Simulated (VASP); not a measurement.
Input of a VASP 6.6.1 run:

File INCAR:

```
SYSTEM = Te
PREC = Accurate ; ENCUT = 520
EDIFF = 1E-7 ; ISMEAR = -1
SIGMA = 0.1 ; LREAL = .FALSE.
LASPH = .TRUE. ; NELM = 60
ALGO = Normal ; ISIF = 2
LWAVE = .FALSE. ; LCHARG = .FALSE.
GGA = PS ; NBANDS = 9
```

File KPOINTS:

```
regular mesh
0
G
  14 14 13
  0 0 0
```

File POSCAR:

```
Te
1.0
    3.0872207035      0.0000000000      0.0000000000
   -1.5436103517      2.6736115563      0.0000000000
    0.0000000000      0.0000000000      2.9079234524
Te
1
Direct
    0.0000000000      0.0000000000      0.0000000000
```

Potentials or basis: VASP PAW PBE potentials, release 64 (Te).

Launch:

```sh
$ cat potpaw_PBE.64/Te/POTCAR > POTCAR
$ mpirun -np 1 vasp_std > vasp.out
```

Predict the pressure.

20.2 GPa.

Predict the band gap on the k mesh.

zero (bands 3 and 4 overlap by 8.78 eV).

Caveat: the cell stands under pressure; the PAW data sets were made with another functional, which shifts forces and pressure a little; spin-orbit coupling is left out, which moves the levels of the heavy elements.
